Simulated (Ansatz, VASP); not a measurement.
**Re in VASP and in Ansatz**

File INCAR:

```
SYSTEM = Re
  PREC = Accurate
  ENCUT = 560
  EDIFF = 1E-6
  ISMEAR = 0
  SIGMA = 0.15
  LREAL = .FALSE.
  LASPH = .TRUE.
  NELM = 120
  ALGO = Normal
  ISIF = 2
  LWAVE = .FALSE.
  LCHARG = .FALSE.
  GGA = PE
  NBANDS = 14
  GGA_COMPAT = .FALSE.
```

Contents of KPOINTS:

```
Automatic mesh
0
G
  10 10 10
  0 0 0
```

Contents of POSCAR:

```
Re
1.0
    0.0000000000      2.2927551024      1.5187209798
    2.2927551024      0.0000000000      1.5187209798
    2.2927551024      2.2927551024      0.0000000000
Re
1
Direct
    0.0000000000      0.0000000000      0.0000000000
```

Input for Ansatz:

```yaml
crystal:
  lattice:
    - [0.0, 2.2927551024, 1.5187209798]
    - [2.2927551024, 0.0, 1.5187209798]
    - [2.2927551024, 2.2927551024, 0.0]
  atoms:
    - { symbol: Re, position: [0.0, 0.0, 0.0] }
basis:
  ecutwfc: 420
kpoints:
  mp_grid: { grid: [10, 10, 10] }
hamiltonian:
  xc: pbe
scf:
  occupations: { method: gaussian, width: 0.15 }
output:
  forces: true
  stress: true
  eigenvalues: true
```

Alike in both runs: task single point; functional PBE; k mesh 10 × 10 × 10; occupations gaussian, width 0.15 eV; no spin polarisation.

|  | VASP | Ansatz |
| --- | --- | --- |
| version | VASP 6.6.1 | Ansatz 0.2.0 |
| potentials or method | VASP PAW PBE potentials, release 64 (Re_sv_GW), cutoff 560 eV | scalar-relativistic, plane waves, PAW |
| valence electrons in the cell | 15 | 15 |

VASP gave:

* gap on the k mesh at the Fermi level (eV): none
* pressure (GPa): -18.8
* traceless stress, the component that is largest in VASP (GPa): -0.21

Problem. Which values does Ansatz return?

Solution. gap on the k mesh at the Fermi level (eV): none; pressure (GPa): -17.4; traceless stress, the component that is largest in VASP (GPa): -0.20.

A gap of «none» marks a metal or a gap that the smearing closes. The functional is the same, so the differences come from potentials, cutoffs and numerics.

Neither program's run includes spin-orbit coupling.
